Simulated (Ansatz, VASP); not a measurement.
# Two plane-wave programs on MoSe

The input INCAR:

```
SYSTEM = MoSe
PREC = Accurate
ENCUT = 520
EDIFF = 1E-7
ISMEAR = 0
SIGMA = 0.1
LREAL = .FALSE.
LASPH = .TRUE.
NELM = 150
ALGO = Fast
ISIF = 2
LWAVE = .FALSE.
LCHARG = .FALSE.
ISPIN = 2
MAGMOM = 2 -2 0 0
LORBIT = 11
LMAXMIX = 4
GGA = PS
NBANDS = 32
```

Contents of KPOINTS:

```
regular mesh
0
G
  14 14 7
  0 0 0
```

The input POSCAR:

```
MoSe
1.0
    0.0000000000      2.5748516652      2.5748516652
    2.5748516652      0.0000000000      2.5748516652
    5.1497033304      5.1497033304      0.0000000000
Mo Se
2 2
Direct
    1.0000000000      0.0000000000      0.0000000000
    1.0000000000      0.0000000000      0.5000000000
    0.5000000000      0.5000000000      0.2500000000
    0.5000000000      0.5000000000      0.7500000000
```

Input for Ansatz:

```yaml
crystal:
  lattice:
    - [0.0, 2.5748516652, 2.5748516652]
    - [2.5748516652, 0.0, 2.5748516652]
    - [5.1497033304, 5.1497033304, 0.0]
  atoms:
    - { symbol: Mo, position: [1.0, 0.0, 0.0], spin: 2.0 }
    - { symbol: Se, position: [0.5, 0.5, 0.25] }
    - { symbol: Mo, position: [1.0, 0.0, 0.5], spin: -2.0 }
    - { symbol: Se, position: [0.5, 0.5, 0.75] }
basis:
  ecutwfc: 420
kpoints:
  mp_grid: { grid: [14, 14, 7] }
hamiltonian:
  xc: pbesol
scf:
  occupations: { method: gaussian, width: 0.1 }
  lower_state_search: "off"
output:
  forces: true
  stress: true
  eigenvalues: true
  populations: true
magnetization:
  spin_polarized: true
```

Alike in both runs: task single point; functional PBEsol; k mesh 14 × 14 × 7; occupations gaussian, width 0.1 eV; collinear spin.

```csv
,VASP,Ansatz
version,VASP 6.6.1,Ansatz 0.2.0
potentials or method,"VASP PAW PBE potentials, release 64 (Mo_sv, Se), cutoff 520 eV","scalar-relativistic, plane waves, PAW"
valence electrons in the cell,40,60
```

```tsv
	VASP	Ansatz	Ansatz less VASP
gap on the k mesh at the Fermi level (eV)	none	none	-
pressure (GPa)	0.4	0.1	-0.34
net moment per atom (μB)	0.00	0.00	0.000
size of the moment on the site where the two differ most (μB)	0.14	0.17	+0.031
```

VASP's potentials were made for PBE, not for PBEsol. Site moments also hang on the region over which each program counts them. A gap of «none» marks a metal or a gap that the smearing closes. The functional is the same, so the differences come from potentials, cutoffs and numerics. VASP's potentials hold 40 valence electrons a cell and Ansatz's 60, so a difference there can come from the potentials and not from the codes.
